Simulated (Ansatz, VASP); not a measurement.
**Two plane-wave programs on Cd**

```
Cd
1.0
    -1.73079    1.73079    1.83785
     1.73079   -1.73079    1.83785
     1.73079    1.73079   -1.83785
Cd
1
Cartesian
  0.0000 0.0000 0.0000
```

Change from the starting cell: strain -0.030 along x and y, +0.030 along z, atoms carried along.

Alike in both runs: task single point; functional LDA; k mesh 18 × 18 × 18; occupations gaussian, width 0.15 eV; no spin polarisation.

|  | VASP | Ansatz |
| --- | --- | --- |
| version | VASP 6.6.1 | Ansatz 0.2.0 |
| potentials or method | VASP PAW LDA potentials, release 64 (Cd), cutoff 520 eV | scalar-relativistic, plane waves, PAW |
| valence electrons in the cell | 12 | 20 |

|  | VASP | Ansatz | Ansatz less VASP |
| --- | --- | --- | --- |
| gap on the k mesh at the Fermi level (eV) | none | none | - |
| pressure (GPa) | -3.7 | -4.1 | -0.35 |
| traceless stress, the component that is largest in VASP (GPa) | 1.01 | 1.00 | -0.013 |

LDA's correlation is that of Perdew and Zunger in VASP and of Perdew and Wang (1992) in Ansatz. A gap of «none» marks a metal or a gap that the smearing closes. VASP's potentials hold 12 valence electrons a cell and Ansatz's 20, so a difference there can come from the potentials and not from the codes.
